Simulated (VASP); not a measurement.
# KBr (Pm-3m) in VASP: further runs

The runs below take KBr through single point, with LDA.

Program: VASP 6.6.1. These are calculated values, not measurements. Logs are shortened: lines on timing, memory, paths and dates and some standing lists are left out, and cuts for length are marked.

## (1) The cell of the first run

Symmetry: Pm-3m, No. 221, cubic system. The conventional cell has a = 3.734 Å, b = 3.734 Å, c = 3.734 Å, α = 90.00°, β = 90.00°, γ = 90.00°. Within 4.3 Å of K (site symmetry m-3m) lie 8 Br at 3.23 Å and 6 K at 3.73 Å. Br (site symmetry m-3m) has 8 K at 3.23 Å and 6 Br at 3.73 Å within 4.3 Å.

## (2) Single point, LDA

The input, INCAR:

```
PREC = Accurate
ENCUT = 520
EDIFF = 1E-6
ISMEAR = 0
SIGMA = 0.05
LREAL = F
LASPH = T
NELM = 60
ALGO = Normal
ISIF = 2
LWAVE = F
LCHARG = T
GGA = CA
LELF = T
LVHAR = T
NBANDS = 24
```

The input, KPOINTS:

```
regular mesh
0
Gamma
  6 6 4
```

The input, POSCAR:

```
KBr
1.0
    3.7342618780      0.0000000000      0.0000000000
    0.0000000000      3.7342618780      0.0000000000
    0.0000000000      0.0000000000      7.4685237561
K Br
2 2
Direct
    0.0000000000      0.0000000000      0.0000000000
    0.0000000000      0.0000000000      0.5000000000
    0.5000000000      0.5000000000      0.2500000000
    0.5000000000      0.5000000000      0.7500000000
```

Potentials or basis: VASP PAW LDA potentials, release 64 (K_sv, Br).

Run with:

```console
> cat potpaw_LDA.64/K_sv/POTCAR potpaw_LDA.64/Br/POTCAR > POTCAR
> mpirun -np 1 vasp_std > vasp.out
```

OUTCAR:

```text
PREC = Accurate
   ENCUT = 520
   EDIFF = 1E-6
   ISMEAR = 0
   LREAL = F
   LASPH = T
   NELM = 60
   ISIF = 2
   GGA = CA

 ion  position               nearest neighbor table
   1  0.000  0.000  0.000-   3 3.23   4 3.23   3 3.23   4 3.23   3 3.23   4 3.23   3 3.23   4 3.23
                             2 3.73   2 3.73
   2  0.000  0.000  0.500-   3 3.23   4 3.23   3 3.23   4 3.23   3 3.23   4 3.23   3 3.23   4 3.23
                             1 3.73   1 3.73
   3  0.500  0.500  0.250-   1 3.23   2 3.23   1 3.23   2 3.23   1 3.23   2 3.23   1 3.23   2 3.23

   4  0.500  0.500  0.750-   1 3.23   2 3.23   1 3.23   2 3.23   1 3.23   2 3.23   1 3.23   2 3.23

  LATTYP: Found a simple tetragonal cell.
 ALAT       =     3.7342618780
 C/A-ratio  =     2.0000000000

  Lattice vectors:

 A1 = (   3.7342618780,   0.0000000000,   0.0000000000)
 A2 = (   0.0000000000,   3.7342618780,   0.0000000000)
 A3 = (   0.0000000000,   0.0000000000,   7.4685237561)

Analysis of symmetry for initial positions (statically):
=====================================================================
 Subroutine PRICEL returns following result:

  LATTYP: Found a simple cubic cell.
 ALAT       =     3.7342618780

  Lattice vectors:

 A1 = (   3.7342618780,   0.0000000000,   0.0000000000)
 A2 = (   0.0000000000,   3.7342618780,   0.0000000000)
 A3 = (   0.0000000000,   0.0000000000,   3.7342618781)

   2 primitive cells build up your supercell.

 Routine SETGRP: Setting up the symmetry group for a
 simple tetragonal supercell.

 Subroutine GETGRP returns: Found 16 space group operations
 (whereof 16 operations were pure point group operations)
 out of a pool of 16 trial point group operations.

The static configuration has the point symmetry D_4h.

Analysis of symmetry for dynamics (positions and initial velocities):
=====================================================================
 Subroutine PRICEL returns following result:

  LATTYP: Found a simple cubic cell.
 ALAT       =     3.7342618780

  Lattice vectors:

 A1 = (   3.7342618780,   0.0000000000,   0.0000000000)
 A2 = (   0.0000000000,   3.7342618780,   0.0000000000)
 A3 = (   0.0000000000,   0.0000000000,   3.7342618781)

   2 primitive cells build up your supercell.

 Routine SETGRP: Setting up the symmetry group for a
 simple tetragonal supercell.

 Subroutine GETGRP returns: Found 16 space group operations
 (whereof 16 operations were pure point group operations)
 out of a pool of 16 trial point group operations.

The dynamic configuration has the point symmetry D_4h.

 Subroutine INISYM returns: Found 16 space group operations
 (whereof 16 operations are pure point group operations),
 and found     2 'primitive' translations

----------------------------------------------------------------------------------------

                                     Primitive cell

  volume of cell :      52.0732

  direct lattice vectors                    reciprocal lattice vectors
     3.734261878  0.000000000  0.000000000     0.267790539  0.000000000  0.000000000
     0.000000000  3.734261878  0.000000000     0.000000000  0.267790539  0.000000000
     0.000000000  0.000000000  3.734261878     0.000000000  0.000000000  0.267790539

  length of vectors
     3.734261878  3.734261878  3.734261878     0.267790539  0.267790539  0.267790539

  position of ions in fractional coordinates (direct lattice)
     0.000000000  0.000000000  0.000000000
     0.500000000  0.500000000  0.500000000

  ion indices of the primitive-cell ions
   primitive index   ion index
                 1           1
                 2           3

----------------------------------------------------------------------------------------

 KPOINTS: regular mesh

Automatic generation of k-mesh.
 Grid dimensions read from file:
 generate k-points for:    6    6    4

 Generating k-lattice:

  Cartesian coordinates                     Fractional coordinates (reciprocal lattice)
     0.044631756  0.000000000  0.000000000     0.166666667  0.000000000  0.000000000
     0.000000000  0.044631756  0.000000000     0.000000000  0.166666667  0.000000000
     0.000000000  0.000000000  0.033473817     0.000000000  0.000000000  0.250000000

  Length of vectors
     0.044631756  0.044631756  0.033473817

  Shift w.r.t. Gamma in fractional coordinates (k-lattice)
     0.000000000  0.000000000  0.000000000

 Subroutine IBZKPT returns following result:
 ===========================================

 Found     30 irreducible k-points:

 Following reciprocal coordinates:
            Coordinates               Weight
  0.000000  0.000000  0.000000      1.000000
  0.166667  0.000000  0.000000      4.000000
  0.333333  0.000000  0.000000      4.000000
  0.500000  0.000000  0.000000      2.000000
  0.166667  0.166667  0.000000      4.000000
  0.333333  0.166667  0.000000      8.000000
[... 16 lines left out ...]
  0.333333  0.000000  0.500000      4.000000
  0.500000  0.000000  0.500000      2.000000
 [... further k-points ...]
   k-points           NKPTS =     30   k-points in BZ     NKDIM =     30   number of bands    NBANDS=     24
   number of dos      NEDOS =    301   number of ions     NIONS =      4
   total plane-waves  NPLWV =  43904
   dimension x,y,z NGX =    28 NGY =   28 NGZ =   56
   dimension x,y,z NGXF=    56 NGYF=   56 NGZF=  112
   ions per type =               2   2
   NGX,Y,Z   is equivalent  to a cutoff of  12.47, 12.47, 12.47 a.u.
   NGXF,Y,Z  is equivalent  to a cutoff of  24.93, 24.93, 24.93 a.u.
 SYSTEM =  unknown system
   PREC   = accura    normal or accurate (medium, high low for compatibility)
   ISTART =      0    job   : 0-new  1-cont  2-samecut
   ICHARG =      2    charge: 1-file 2-atom 10-const
   ISPIN  =      1    spin polarized calculation?
   LNONCOLLINEAR =      F non collinear calculations
   LSORBIT =      F    spin-orbit coupling
   LASPH  =      T    aspherical Exc in radial PAW
   ENCUT  =  520.0 eV  38.22 Ry    6.18 a.u.   6.94  6.94 13.89*2*pi/ulx,y,z
   NELM   =     60;   NELMIN=  2; NELMDL= -5     # of ELM steps
   EDIFF  = 0.1E-05   stopping-criterion for ELM
   LREAL  =      F    real-space projection
   EDIFFG = 0.1E-04   stopping-criterion for IOM
   NSW    =      0    number of steps for IOM
   IBRION =     -1    ionic relax: 0-MD 1-quasi-New 2-CG
   NFREE  =      0    steps in history (QN), initial steepest desc. (CG)
   ISIF   =      2    stress and relaxation
   ISYM   =      2    0-nonsym 1-usesym 2-fastsym
   POTIM  = 0.5000    time-step for ionic-motion
   TEBEG  =    0.0;   TEEND  =   0.0 temperature during run
   PSTRESS=    0.0 pullay stress
   NELECT =      32.0000    total number of electrons
   NUPDOWN=      -1.0000    fix difference up-down
   EMIN   =  10.00;   EMAX   =-10.00  energy-range for DOS
   EFERMI =   0.00;   METHOD = LEGACY
   ISMEAR =     0;   SIGMA  =   0.05  broadening in eV -4-tet -1-fermi 0-gaus
   EFERMI_NEDOS =   21; number of points for ismear=-14 and -15
   IALGO  =     38    algorithm
   IMIX   =      4    mixing-type and parameters
     AMIX     =   0.40;   BMIX     =  1.00
     AMIX_MAG =   1.60;   BMIX_MAG =  1.00
  volume/ion in A,a.u.               =      26.04       175.70
  Fermi-wavevector in a.u.,A,eV,Ry     =   1.104698  2.087576 16.603960  1.220357
  Thomas-Fermi vector in A             =   2.241174
   LORBIT       =      0    0 simple, 1 ext, 2 COOP (PROOUT), +10 PAW based schemes
   GGA     = CA    functional components
   LHFCALC =     F    Hartree Fock is set to
   AEXX    =    0.0000 exact exchange contribution
   IVDW    =     0    specifies the selected vdW correction
   LEPSILON=     F    determine dielectric tensor
   LRPA    =     F    only Hartree local field effects (RPA)
 non-spin polarized calculation
 Gauss-broadening in eV      SIGMA  =   0.05
  energy-cutoff  :      520.00
  volume of cell :      104.15
 maximum number of plane-waves:      2840
 NGX is ok and might be reduce to    28
   NGX = 13   NGY = 13   NGZ = 27

 number of electron      31.9999991 magnetization

 Free energy of the ion-electron system (eV)
  ---------------------------------------------------
  ext. energy  EPLUGINS =         0.00000000
  ---------------------------------------------------
  free energy    TOTEN  =       -13.49524047 eV

  energy without entropy =      -13.49524047  energy(sigma->0) =      -13.49524047

 E-fermi :   0.7197     XC(G=0):  -9.3458

 val. band max:        0.4873413858   @ k =   0.5000   0.0000   0.0000
 cond. band min:       4.8487044692   @ k =   0.0000   0.0000   0.0000
 fundamental gap:      4.3613630834
 Fermi energy:         0.7197205069

 k-point     1 :       0.0000    0.0000    0.0000
  band No.  band energies     occupation
      1     -27.5822      2.00000
      2     -27.5497      2.00000
      3     -13.1317      2.00000
      4     -12.9126      2.00000
      5     -11.2131      2.00000
      6     -11.2130      2.00000
[... 16 lines left out ...]
     23       9.1610      0.00000
     24      10.4300      0.00000

 k-point     2 :       0.1667    0.0000    0.0000
  band No.  band energies     occupation
      1     -27.5741      2.00000
      2     -27.5425      2.00000
      3     -13.0077      2.00000
      4     -12.9651      2.00000
      5     -11.2622      2.00000
      6     -11.2000      2.00000
[... 16 lines left out ...]
     23       9.7836      0.00000
     24       9.8739      0.00000

 k-point     3 :       0.3333    0.0000    0.0000
  band No.  band energies     occupation
      1     -27.5579      2.00000
      2     -27.5281      2.00000
      3     -13.0751      2.00000
      4     -12.6934      2.00000
      5     -11.4568      2.00000
      6     -11.3338      2.00000
[... 16 lines left out ...]
     23       8.8297      0.00000
     24      10.1203      0.00000
[... 514 lines left out ...]
 k-point    23 :       0.3333    0.0000    0.5000
  band No.  band energies     occupation
      1     -27.5430      2.00000
      2     -27.5430      2.00000
      3     -12.8939      2.00000
      4     -12.8939      2.00000
      5     -11.4044      2.00000
      6     -11.4044      2.00000
[... 16 lines left out ...]
     23       9.0458      0.00000
     24       9.0458      0.00000

 k-point    24 :       0.5000    0.0000    0.5000
  band No.  band energies     occupation
      1     -27.5353      2.00000
      2     -27.5353      2.00000
      3     -12.8652      2.00000
      4     -12.8652      2.00000
      5     -11.3609      2.00000
      6     -11.3609      2.00000
[... 16 lines left out ...]
     23       9.3146      0.00000
     24       9.3225      0.00000

 [... further k-points ...]
[... 5 lines left out ...]
  --------------------------------------------------------------------------------------
  -------------------------------------------------------------------------------------
  Total        1.5139178      1.5139178      1.5088832      0.0000000      0.0000000     -0.0000000
  in kB       23.2899507     23.2899507     23.2124996      0.0000000      0.0000000     -0.0000000
  external PRESSURE =      23.2641336 kB  Pullay stress =       0.0000000 kB

 VOLUME and BASIS-vectors are now :
 -----------------------------------------------------------------------------
  energy-cutoff  :      520.00
  volume of cell :      104.15
      direct lattice vectors                 reciprocal lattice vectors
     3.734261878  0.000000000  0.000000000     0.267790539  0.000000000  0.000000000
     0.000000000  3.734261878  0.000000000     0.000000000  0.267790539  0.000000000
     0.000000000  0.000000000  7.468523756     0.000000000  0.000000000  0.133895269

 POSITION                                       TOTAL-FORCE (eV/Angst)
 -----------------------------------------------------------------------------------
      0.00000      0.00000      0.00000        -0.000000     -0.000000      0.000000
      0.00000      0.00000      3.73426        -0.000000     -0.000000      0.000000
      1.86713      1.86713      1.86713         0.000000      0.000000      0.000000
      1.86713      1.86713      5.60139        -0.000000     -0.000000      0.000000
 -----------------------------------------------------------------------------------
    total drift:                               -0.000000      0.000000      0.000000

  FREE ENERGIE OF THE ION-ELECTRON SYSTEM (eV)
  ---------------------------------------------------
  free  energy   TOTEN  =       -13.4952404723 eV

  energy  without entropy=      -13.4952404723  energy(sigma->0) =      -13.49524047
```

Wall time 69 s (1 thread of Intel Xeon Platinum 8259CL at 2.50GHz (Skylake/Cascade Lake), shared host); peak memory 0.21 GiB.

Results:

```
Free energy            : -13.4952 eV
Pressure               : 2.3 GPa
Band gap on the k mesh : 4.36 eV
```

Levels at points of the mesh, in eV from the valence-band top:
| k point | band 12 | band 13 | band 14 | band 15 | band 16 | band 17 | band 18 | band 19 | band 20 | band 21 |
| --- | --- | --- | --- | --- | --- | --- | --- | --- | --- | --- |
| (0.00, 0.00, 0.00) | -0.40 | -0.40 | -0.35 | -0.35 | -0.35 | 4.36 | 5.14 | 5.14 | 6.77 | 7.16 |
| (0.50, 0.00, 0.00) | -1.92 | -1.92 | -0.40 | -0.40 | 0.00 | 4.84 | 6.39 | 6.77 | 7.16 | 7.87 |
| (0.50, 0.50, 0.00) | -2.21 | -2.21 | -1.92 | -1.92 | 0.00 | 4.84 | 6.39 | 7.65 | 7.65 | 7.65 |
| (0.00, 0.00, 0.50) | -1.83 | -0.37 | -0.37 | -0.37 | -0.37 | 5.66 | 5.66 | 5.70 | 5.70 | 7.01 |
| (0.50, 0.00, 0.50) | -2.42 | -1.27 | -1.27 | -0.21 | -0.21 | 6.01 | 6.01 | 6.86 | 6.86 | 8.69 |
| (0.50, 0.50, 0.50) | -2.06 | -2.06 | -2.06 | -1.28 | -1.28 | 5.98 | 5.98 | 7.69 | 7.69 | 7.69 |

A k mesh can miss the band edges.

## (3) Single point, LDA

This run uses another cell than the first one, of 26.71 Å³/atom.

The input, INCAR:

```
PREC = Accurate ; ENCUT = 520
EDIFF = 1E-6 ; ISMEAR = 0
SIGMA = 0.05 ; LREAL = False
LASPH = True ; NELM = 80
ALGO = Normal ; ISIF = 2
LWAVE = False ; LCHARG = True
LELF = True ; LVHAR = True
NBANDS = 24
```

KPOINTS is that of step 2.

The input, POSCAR:

```
KBr
1.0
    3.7660509792      0.0000000000      0.0000000000
    0.0000000000      3.7660509792      0.0000000000
    0.0000000000      0.0000000000      7.5321019583
K Br
2 2
Direct
    0.0000000000      0.0000000000      0.0000000000
    0.0000000000      0.0000000000      0.5000000000
    0.5000000000      0.5000000000      0.2500000000
    0.5000000000      0.5000000000      0.7500000000
```

Potentials or basis: VASP PAW LDA potentials, release 64 (K_sv, Br).

Run with:

```console
> cat potpaw_LDA.64/K_sv/POTCAR potpaw_LDA.64/Br/POTCAR > POTCAR
> mpirun -np 1 vasp_std > vasp.out
```

Run time: 72 s. Hardware: 1 thread of Intel Xeon Platinum 8259CL at 2.50GHz (Skylake/Cascade Lake), shared host; peak memory 0.2 GiB.

It converged, with:

```yaml
Free_energy: -13.5272 eV
Pressure: 1.5 GPa
Band_gap_on_the_k_mesh: 4.25 eV
```

Levels at points of the mesh, in eV from the valence-band top:
| k point | band 14 | band 15 | band 16 | band 17 | band 18 | band 19 |
| --- | --- | --- | --- | --- | --- | --- |
| (0.00, 0.00, 0.00) | -0.34 | -0.34 | -0.34 | 4.25 | 5.20 | 5.20 |
| (0.50, 0.00, 0.00) | -0.38 | -0.38 | 0.00 | 4.86 | 6.38 | 6.80 |
| (0.50, 0.50, 0.00) | -1.87 | -1.87 | 0.00 | 4.86 | 6.38 | 7.59 |
| (0.00, 0.00, 0.50) | -0.36 | -0.36 | -0.36 | 5.56 | 5.56 | 5.75 |
| (0.50, 0.00, 0.50) | -1.22 | -0.20 | -0.20 | 6.00 | 6.00 | 6.82 |
| (0.50, 0.50, 0.50) | -1.99 | -1.22 | -1.22 | 5.96 | 5.96 | 7.67 |

## (4) Single point, LDA

This run uses another cell than the first one, of 27.40 Å³/atom.

The input, INCAR:

```
SYSTEM = KBr
  PREC = Accurate
  ENCUT = 520
  EDIFF = 1E-6
  ISMEAR = 0
  SIGMA = 0.05
  LREAL = .False.
  LASPH = .True.
  NELM = 60
  ALGO = Normal
  ISIF = 2
  LWAVE = .False.
  LCHARG = .True.
  LELF = .True.
  LVHAR = .True.
  NBANDS = 24
```

The input, KPOINTS:

```
regular mesh
0
Gamma
  6 6 4
  0 0 0
```

The input, POSCAR:

```
KBr
1.0
    3.7982230815      0.0000000000      0.0000000000
    0.0000000000      3.7982230815      0.0000000000
    0.0000000000      0.0000000000      7.5964461630
K Br
2 2
Direct
    0.0000000000      0.0000000000      0.0000000000
    0.0000000000      0.0000000000      0.5000000000
    0.5000000000      0.5000000000      0.2500000000
    0.5000000000      0.5000000000      0.7500000000
```

Run with:

```console
> cat potpaw_LDA.64/K_sv/POTCAR potpaw_LDA.64/Br/POTCAR > POTCAR
> mpirun -np 1 vasp_std > vasp.out
```

Wall time 66 s (1 thread of Intel Xeon Platinum 8259CL at 2.50GHz (Skylake/Cascade Lake), shared host); peak memory 0.21 GiB.

It converged, with:

- Free energy: -13.5463 eV
- Pressure: 0.7 GPa
- Band gap on the k mesh: 4.14 eV

Levels at points of the mesh, in eV from the valence-band top:
| k point | band 13 | band 14 | band 15 | band 16 | band 17 | band 18 | band 19 | band 20 |
| --- | --- | --- | --- | --- | --- | --- | --- | --- |
| (0.00, 0.00, 0.00) | -0.36 | -0.33 | -0.33 | -0.33 | 4.14 | 5.26 | 5.26 | 6.82 |
| (0.50, 0.00, 0.00) | -1.81 | -0.36 | -0.36 | 0.00 | 4.87 | 6.37 | 6.82 | 6.92 |
| (0.50, 0.50, 0.00) | -2.03 | -1.81 | -1.81 | 0.00 | 4.87 | 6.37 | 7.53 | 7.53 |
| (0.00, 0.00, 0.50) | -0.35 | -0.35 | -0.35 | -0.35 | 5.45 | 5.45 | 5.80 | 5.80 |
| (0.50, 0.00, 0.50) | -1.18 | -1.18 | -0.19 | -0.19 | 6.00 | 6.00 | 6.77 | 6.77 |
| (0.50, 0.50, 0.50) | -1.92 | -1.92 | -1.16 | -1.16 | 5.94 | 5.94 | 7.65 | 7.65 |

A k mesh can miss the band edges.

## (5) Summary

```tsv
cell	gap on the mesh (eV)	pressure (GPa)
a = 3.734, b = 3.734, c = 7.469 Å, 4 atoms	4.36	2.3
a = 3.766, b = 3.766, c = 7.532 Å, 4 atoms	4.25	1.5
a = 3.798, b = 3.798, c = 7.596 Å, 4 atoms	4.14	0.7
```

Alike in all rows: task single point; level LDA; potentials or basis VASP PAW LDA potentials, release 64 (K_sv, Br); no spin polarisation; k mesh 6 × 6 × 4; cutoff (eV) 520; smearing gaussian 0.05 eV.

Absolute energies hang on the potentials; compare differences alone.
